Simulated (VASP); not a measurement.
Write the native input for VASP 6.6.1 that does the following.

| Item | Value |
| --- | --- |
| Task | single point |
| Functional | r2SCAN |
| Potentials or basis | VASP PAW PBE potentials, release 64 (B, N) |
| Cutoff | 660 eV |
| k mesh | 8 × 8 × 8 |
| Occupations | gaussian, width 0.1 eV |
| Spin | no spin polarisation |
| Dipole correction | no |
| Further INCAR settings | ALGO = Normal; EDIFF = 1e-06; NBANDS = 11 |

BN:

```
CELL_PARAMETERS angstrom
0.00000 1.81300 1.81300
1.81300 0.00000 1.81300
1.81300 1.81300 0.00000
ATOMIC_POSITIONS crystal
B 0.00000 0.00000 0.00000
N 0.75000 0.75000 0.75000
```

These files were run (other wordings do the same):

POSCAR

```
BN
1.0
    0.0000000000      1.8130010000      1.8130010000
    1.8130010000      0.0000000000      1.8130010000
    1.8130010000      1.8130010000      0.0000000000
B N
1 1
Direct
    0.0000000000      0.0000000000      0.0000000000
    0.7500000000      0.7500000000      0.7500000000
```

INCAR.step1

```
SYSTEM = BN
PREC     = Accurate       ! precision mode
ENCUT    = 660            ! plane-wave cutoff, eV
ISMEAR   = 0              ! smearing method
SIGMA    = 0.1            ! smearing width, eV
LREAL    = .FALSE.        ! projectors in reciprocal space
LASPH    = .TRUE.         ! aspherical terms in the spheres
NELM     = 120            ! most SCF steps
NBANDS   = 11             ! bands
GGA      = PE             ! functional
ALGO     = Normal         ! electronic algorithm
EDIFF    = 1E-5           ! SCF threshold, eV
LWAVE    = .TRUE.         ! write WAVECAR
LCHARG   = .FALSE.        ! write CHGCAR
GGA_COMPAT= .FALSE.
```

INCAR.step2

```
SYSTEM = BN
PREC     = Accurate       ! precision mode
ENCUT    = 660            ! plane-wave cutoff, eV
EDIFF    = 1E-6           ! SCF threshold, eV
ISMEAR   = 0              ! smearing method
SIGMA    = 0.1            ! smearing width, eV
LREAL    = .FALSE.        ! projectors in reciprocal space
LASPH    = .TRUE.         ! aspherical terms in the spheres
NELM     = 120            ! most SCF steps
ALGO     = Normal         ! electronic algorithm
ISIF     = 2              ! what is computed and relaxed
LWAVE    = .FALSE.        ! write WAVECAR
LCHARG   = .FALSE.        ! write CHGCAR
METAGGA  = R2SCAN         ! meta-GGA
LMIXTAU  = .TRUE.       
NBANDS   = 11             ! bands
ISTART   = 1            
GGA_COMPAT= .FALSE.
```

KPOINTS

```
Automatic mesh
0
G
  8 8 8
  0 0 0
```

Potentials or basis: VASP PAW PBE potentials, release 64 (B, N).

Run with:

```bash
$ cat potpaw_PBE.64/B/POTCAR potpaw_PBE.64/N/POTCAR > POTCAR
$ cp INCAR.step1 INCAR
$ mpirun -np 1 vasp_std > vasp.out
$ cp INCAR.step2 INCAR
$ mpirun -np 1 vasp_std > vasp.out
```

It gave:

The pressure is -4.0 GPa and the band gap on the k mesh is 4.97 eV, indirect (least direct gap 9.48 eV).

Caveat: the PAW data sets were made with another functional, which shifts forces and pressure a little.

Wall time 69 s on 1 thread of AMD EPYC 7R13, on a shared host, peak memory 0.11 GiB.
